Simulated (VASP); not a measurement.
# Os (Fd-3m) in VASP: further runs

Os is run at these levels: BLYP; tasks: single point.

All numbers are computed with VASP 6.6.1; they aren't measurements. Logs are shortened: lines on timing, memory, paths and dates and some standing lists are left out, and cuts for length are marked.

### Step 1. The cell of the first run

Symmetry: Fd-3m, No. 227, cubic system. Conventional cell: a = 5.631 Å, b = 5.631 Å, c = 5.631 Å, α = 90.00°, β = 90.00°, γ = 90.00°. Os (site symmetry -43m) has 4 Os at 2.44 Å within 3.2 Å.

This isn't the form of Os at room conditions, which is hcp.

### Step 2. Single point, BLYP

Input file INCAR:

```
SYSTEM = Os
PREC = Accurate ; ENCUT = 520
EDIFF = 1E-6 ; ISMEAR = -1
SIGMA = 0.1 ; LREAL = .False.
LASPH = .True. ; NELM = 100
ALGO = Normal ; ISIF = 2
LWAVE = .False. ; LCHARG = .False.
GGA = B5 ; ALDAX = 1.0
AGGAX = 1.0 ; AGGAC = 1.0
ALDAC = 0.0 ; NBANDS = 15
```

Input file KPOINTS:

```
Automatic mesh
0
Gamma
  10 10 10
  0 0 0
```

Input file POSCAR:

```
Os
1.0
    0.0000000000      2.8157249164      2.8157249164
    2.8157249164      0.0000000000      2.8157249164
    2.8157249164      2.8157249164      0.0000000000
Os
2
Direct
    0.1250000000      0.1250000000      0.1250000000
    0.8750000000      0.8750000000      0.8750000000
```

Potentials or basis: VASP PAW PBE potentials, release 64 (Os).

Launch:

```bash
cat potpaw_PBE.64/Os/POTCAR > POTCAR
mpirun -np 1 vasp_std > vasp.out
```

OUTCAR:

```text
SYSTEM = Os
   PREC = Accurate
   ENCUT = 520
   EDIFF = 1E-6
   ISMEAR = -1
   LREAL = .False.
   LASPH = .True.
   NELM = 100
   ISIF = 2
   GGA = B5

 ion  position               nearest neighbor table
   1  0.125  0.125  0.125-   2 2.44   2 2.44   2 2.44   2 2.44
   2  0.875  0.875  0.875-   1 2.44   1 2.44   1 2.44   1 2.44

  LATTYP: Found a face centered cubic cell.
 ALAT       =     5.6314498328

  Lattice vectors:

 A1 = (   0.0000000000,   2.8157249164,   2.8157249164)
 A2 = (   2.8157249164,   0.0000000000,   2.8157249164)
 A3 = (   2.8157249164,   2.8157249164,   0.0000000000)

Analysis of symmetry for initial positions (statically):
=====================================================================
 Subroutine PRICEL returns:
 Original cell was already a primitive cell.

 Routine SETGRP: Setting up the symmetry group for a
 face centered cubic supercell.

 Subroutine GETGRP returns: Found 48 space group operations
 (whereof 12 operations were pure point group operations)
 out of a pool of 48 trial point group operations.

The static configuration has the point symmetry D_3d.
 The point group associated with its full space group is O_h .

Analysis of symmetry for dynamics (positions and initial velocities):
=====================================================================
 Subroutine PRICEL returns:
 Original cell was already a primitive cell.

 Routine SETGRP: Setting up the symmetry group for a
 face centered cubic supercell.

 Subroutine GETGRP returns: Found 48 space group operations
 (whereof 12 operations were pure point group operations)
 out of a pool of 48 trial point group operations.

The dynamic configuration has the point symmetry D_3d.
 The point group associated with its full space group is O_h .

 Subroutine INISYM returns: Found 48 space group operations
 (whereof 12 operations are pure point group operations),
 and found     1 'primitive' translations

----------------------------------------------------------------------------------------

                                     Primitive cell

  volume of cell :      44.6479

  direct lattice vectors                    reciprocal lattice vectors
     0.000000000  2.815724916  2.815724916    -0.177574165  0.177574165  0.177574165
     2.815724916  0.000000000  2.815724916     0.177574165 -0.177574165  0.177574165
     2.815724916  2.815724916  0.000000000     0.177574165  0.177574165 -0.177574165

  length of vectors
     3.982036365  3.982036365  3.982036365     0.307567475  0.307567475  0.307567475

  position of ions in fractional coordinates (direct lattice)
     0.125000000  0.125000000  0.125000000
     0.875000000  0.875000000  0.875000000

  ion indices of the primitive-cell ions
   primitive index   ion index
                 1           1
                 2           2

----------------------------------------------------------------------------------------

 KPOINTS: Automatic mesh

Automatic generation of k-mesh.
 Grid dimensions read from file:
 generate k-points for:   10   10   10

 Generating k-lattice:

  Cartesian coordinates                     Fractional coordinates (reciprocal lattice)
    -0.017757416  0.017757416  0.017757416     0.100000000  0.000000000  0.000000000
     0.017757416 -0.017757416  0.017757416     0.000000000  0.100000000  0.000000000
     0.017757416  0.017757416 -0.017757416     0.000000000  0.000000000  0.100000000

  Length of vectors
     0.030756748  0.030756748  0.030756748

  Shift w.r.t. Gamma in fractional coordinates (k-lattice)
     0.000000000  0.000000000  0.000000000

 Subroutine IBZKPT returns following result:
 ===========================================

 Found     47 irreducible k-points:

 Following reciprocal coordinates:
            Coordinates               Weight
  0.000000  0.000000  0.000000      1.000000
  0.100000  0.000000  0.000000      8.000000
  0.200000  0.000000  0.000000      8.000000
  0.300000  0.000000  0.000000      8.000000
  0.400000  0.000000  0.000000      8.000000
  0.500000  0.000000  0.000000      4.000000
[... 16 lines left out ...]
  0.300000  0.300000  0.000000      6.000000
  0.400000  0.300000  0.000000     24.000000
 [... further k-points ...]
   k-points           NKPTS =     47   k-points in BZ     NKDIM =     47   number of bands    NBANDS=     15
   number of dos      NEDOS =    301   number of ions     NIONS =      2
   total plane-waves  NPLWV =  27000
   dimension x,y,z NGX =    30 NGY =   30 NGZ =   30
   dimension x,y,z NGXF=    60 NGYF=   60 NGZF=   60
   ions per type =               2
   NGX,Y,Z   is equivalent  to a cutoff of  12.52, 12.52, 12.52 a.u.
   NGXF,Y,Z  is equivalent  to a cutoff of  25.05, 25.05, 25.05 a.u.
 SYSTEM =  Os
   PREC   = accura    normal or accurate (medium, high low for compatibility)
   ISTART =      0    job   : 0-new  1-cont  2-samecut
   ICHARG =      2    charge: 1-file 2-atom 10-const
   ISPIN  =      1    spin polarized calculation?
   LNONCOLLINEAR =      F non collinear calculations
   LSORBIT =      F    spin-orbit coupling
   LASPH  =      T    aspherical Exc in radial PAW
   ENCUT  =  520.0 eV  38.22 Ry    6.18 a.u.   7.40  7.40  7.40*2*pi/ulx,y,z
   NELM   =    100;   NELMIN=  2; NELMDL= -5     # of ELM steps
   EDIFF  = 0.1E-05   stopping-criterion for ELM
   LREAL  =      F    real-space projection
   EDIFFG = 0.1E-04   stopping-criterion for IOM
   NSW    =      0    number of steps for IOM
   IBRION =     -1    ionic relax: 0-MD 1-quasi-New 2-CG
   NFREE  =      0    steps in history (QN), initial steepest desc. (CG)
   ISIF   =      2    stress and relaxation
   ISYM   =      2    0-nonsym 1-usesym 2-fastsym
   POTIM  = 0.5000    time-step for ionic-motion
   TEBEG  =    0.0;   TEEND  =   0.0 temperature during run
   PSTRESS=    0.0 pullay stress
   NELECT =      16.0000    total number of electrons
   NUPDOWN=      -1.0000    fix difference up-down
   EMIN   =  10.00;   EMAX   =-10.00  energy-range for DOS
   EFERMI =   0.00;   METHOD = LEGACY
   ISMEAR =    -1;   SIGMA  =   0.10  broadening in eV -4-tet -1-fermi 0-gaus
   EFERMI_NEDOS =   21; number of points for ismear=-14 and -15
   IALGO  =     38    algorithm
   IMIX   =      4    mixing-type and parameters
     AMIX     =   0.40;   BMIX     =  1.00
     AMIX_MAG =   1.60;   BMIX_MAG =  1.00
  volume/ion in A,a.u.               =      22.32       150.65
  Fermi-wavevector in a.u.,A,eV,Ry     =   1.162826  2.197422 18.397301  1.352163
  Thomas-Fermi vector in A             =   2.299382
   LORBIT       =      0    0 simple, 1 ext, 2 COOP (PROOUT), +10 PAW based schemes
   GGA     = B5    functional components
   LHFCALC =     F    Hartree Fock is set to
   AEXX    =    0.0000 exact exchange contribution
   IVDW    =     0    specifies the selected vdW correction
   LEPSILON=     F    determine dielectric tensor
   LRPA    =     F    only Hartree local field effects (RPA)
 non-spin polarized calculation
  energy-cutoff  :      520.00
  volume of cell :       44.65
 maximum number of plane-waves:      1243
 NGX is ok and might be reduce to    30
   NGX = 15   NGY = 15   NGZ = 15

 number of electron      15.9999999 magnetization

 Free energy of the ion-electron system (eV)
  ---------------------------------------------------
  ext. energy  EPLUGINS =         0.00000000
  ---------------------------------------------------
  free energy    TOTEN  =       -17.96274556 eV

  energy without entropy =      -17.90366878  energy(sigma->0) =      -17.93320717

 E-fermi :   4.5588     XC(G=0): -10.3485

 val. band max:        4.5481325124   @ k =   0.3000   0.2000   0.1000
 cond. band min:       4.5749654650   @ k =   0.3000   0.2000   0.0000
 fundamental gap:      0.0268329526
 Fermi energy:         4.5587705945

 k-point     1 :       0.0000    0.0000    0.0000
  band No.  band energies     occupation
      1      -2.6759      2.00000
      2       0.5943      2.00000
      3       0.5943      2.00000
      4       1.1461      2.00000
      5       1.1461      2.00000
      6       1.1461      2.00000
      7       4.0023      1.99237
      8       4.0023      1.99237
      9       4.0023      1.99237
     10       6.8853      0.00000
     11       6.8853      0.00000
     12      15.8703      0.00000
     13      15.9968      0.00000
     14      17.4127      0.00000
     15      17.4127      0.00000

 k-point     2 :       0.1000    0.0000    0.0000
  band No.  band energies     occupation
      1      -2.5024      2.00000
      2       0.4965      2.00000
      3       0.4965      2.00000
      4       1.1225      2.00000
      5       1.3116      2.00000
      6       1.3116      2.00000
      7       3.8313      1.99862
      8       3.9797      1.99390
      9       3.9797      1.99390
     10       6.8704      0.00000
     11       6.8704      0.00000
     12      15.0022      0.00000
     13      15.8407      0.00000
     14      17.0852      0.00000
     15      17.0863      0.00000

 k-point     3 :       0.2000    0.0000    0.0000
  band No.  band energies     occupation
      1      -2.0138      2.00000
      2       0.4058      2.00000
      3       0.4058      2.00000
      4       1.0645      2.00000
      5       1.5300      2.00000
      6       1.5300      2.00000
      7       3.4376      1.99997
      8       4.0000      1.99254
      9       4.0000      1.99254
     10       6.8056      0.00000
     11       6.8056      0.00000
     12      12.6318      0.00000
     13      15.2148      0.00000
     14      15.9889      0.00000
     15      15.9889      0.00000

 k-point     4 :       0.3000    0.0000    0.0000
  band No.  band energies     occupation
      1      -1.3248      2.00000
      2       0.4479      2.00000
      3       0.4479      2.00000
      4       0.9836      2.00000
      5       1.5232      2.00000
      6       1.5232      2.00000
      7       3.1040      2.00000
      8       4.2313      1.92712
      9       4.2313      1.92712
     10       6.6495      0.00000
     11       6.6495      0.00000
     12      10.1370      0.00000
     13      14.8772      0.00000
     14      14.9306      0.00000
     15      14.9306      0.00000
[... 307 lines left out ...]
 k-point    22 :      -0.2000    0.2000    0.0000
  band No.  band energies     occupation
      1      -1.0647      2.00000
      2       0.1459      2.00000
      3       0.7049      2.00000
      4       0.7953      2.00000
      5       1.2545      2.00000
      6       2.2157      2.00000
      7       3.3226      1.99999
      8       3.4808      1.99996
      9       4.9046      0.06102
     10       5.8157      0.00001
     11       7.1512      0.00000
     12      10.7091      0.00000
     13      11.4976      0.00000
     14      14.9470      0.00000
     15      15.5741      0.00000

 k-point    23 :       0.3000    0.3000    0.0000
  band No.  band energies     occupation
      1      -0.6983      2.00000
      2      -0.3037      2.00000
      3       1.0622      2.00000
      4       1.0622      2.00000
      5       1.5141      2.00000
      6       1.6523      2.00000
      7       2.3796      2.00000
      8       5.0664      0.01241
      9       5.0664      0.01241
     10       5.2836      0.00142
     11       7.2341      0.00000
     12      11.3595      0.00000
     13      11.5773      0.00000
     14      11.5773      0.00000
     15      14.7531      0.00000

 k-point    24 :       0.4000    0.3000    0.0000
  band No.  band energies     occupation
      1      -0.2937      2.00000
      2      -0.0568      2.00000
      3       0.7133      2.00000
      4       1.0013      2.00000
      5       1.5067      2.00000
      6       1.9512      2.00000
      7       2.4719      2.00000
      8       4.7311      0.30292
      9       5.3716      0.00059
     10       5.6385      0.00004
     11       7.2254      0.00000
     12       9.6270      0.00000
     13      10.6462      0.00000
     14      10.7813      0.00000
     15      15.1291      0.00000

 [... further k-points ...]
[... 5 lines left out ...]
  --------------------------------------------------------------------------------------
  -------------------------------------------------------------------------------------
  Total        0.1255837      0.1255837      0.1255837     -0.0000000      0.0000000      0.0000000
  in kB        4.5065398      4.5065398      4.5065398     -0.0000000      0.0000000      0.0000000
  external PRESSURE =       4.5065398 kB  Pullay stress =       0.0000000 kB

 VOLUME and BASIS-vectors are now :
 -----------------------------------------------------------------------------
  energy-cutoff  :      520.00
  volume of cell :       44.65
      direct lattice vectors                 reciprocal lattice vectors
     0.000000000  2.815724916  2.815724916    -0.177574165  0.177574165  0.177574165
     2.815724916  0.000000000  2.815724916     0.177574165 -0.177574165  0.177574165
     2.815724916  2.815724916  0.000000000     0.177574165  0.177574165 -0.177574165

 POSITION                                       TOTAL-FORCE (eV/Angst)
 -----------------------------------------------------------------------------------
      0.70393      0.70393      0.70393        -0.000000     -0.000000     -0.000000
      4.92752      4.92752      4.92752         0.000000      0.000000      0.000000
 -----------------------------------------------------------------------------------
    total drift:                               -0.000000      0.000000      0.000000

  FREE ENERGIE OF THE ION-ELECTRON SYSTEM (eV)
  ---------------------------------------------------
  free  energy   TOTEN  =       -17.9627455615 eV

  energy  without entropy=      -17.9036687768  energy(sigma->0) =      -17.93320717
```

Run time: 58 s. Hardware: 1 thread of Intel Xeon 8259CL, shared host; peak memory 0.18 GiB.

Results:

- Free energy: -17.9627 eV
- Pressure: 0.5 GPa
- Band gap on the k mesh: zero (bands 8 and 9 overlap by 1.09 eV)

Caveat: the PAW data sets were made with another functional, which shifts forces and pressure a little; spin-orbit coupling is left out, which moves the levels of the heavy elements.

### Step 3. Single point, BLYP (19.65 Å³/atom)

This run uses another cell than the first one, of 19.65 Å³/atom.

Input file INCAR:

```
SYSTEM = Os
  PREC = Accurate
  ENCUT = 520
  EDIFF = 1E-6
  ISMEAR = -1
  SIGMA = 0.1
  LREAL = .False.
  LASPH = .True.
  NELM = 100
  ALGO = Normal
  ISIF = 2
  LWAVE = .False.
  LCHARG = .True.
  GGA = B5
  ALDAX = 1.0
  AGGAX = 1.0
  AGGAC = 1.0
  ALDAC = 0.0
  LELF = .True.
  LVHAR = .True.
  NBANDS = 15
```

Input file KPOINTS:

```
Automatic mesh
0
Gamma
  11 11 11
  0 0 0
```

Input file POSCAR:

```
Os
1.0
    0.0000000000      2.6982640553      2.6982640553
    2.6982640553      0.0000000000      2.6982640553
    2.6982640553      2.6982640553      0.0000000000
Os
2
Direct
    0.1250000000      0.1250000000      0.1250000000
    0.8750000000      0.8750000000      0.8750000000
```

Potentials or basis: VASP PAW PBE potentials, release 64 (Os).

Launch:

```bash
cat potpaw_PBE.64/Os/POTCAR > POTCAR
mpirun -np 1 vasp_std > vasp.out
```

It took 60 s on 1 thread of Intel Xeon 8259CL, shared host; peak memory 0.17 GiB.

It converged, with:

```
Free energy            : -17.4800 eV
Pressure               : 31.7 GPa
Band gap on the k mesh : zero (bands 8 and 9 overlap by 1.14 eV)
```

Levels at points of the mesh, in eV from the Fermi level:
| k point | band 6 | band 7 | band 8 | band 9 | band 10 | band 11 |
| --- | --- | --- | --- | --- | --- | --- |
| (0.00, 0.00, 0.00) | -3.87 | -0.63 | -0.63 | -0.63 | 2.90 | 2.90 |

Caveat: the cell stands under pressure; the PAW data sets were made with another functional, which shifts forces and pressure a little; spin-orbit coupling is left out, which moves the levels of the heavy elements.

[end of part 1 of 2]
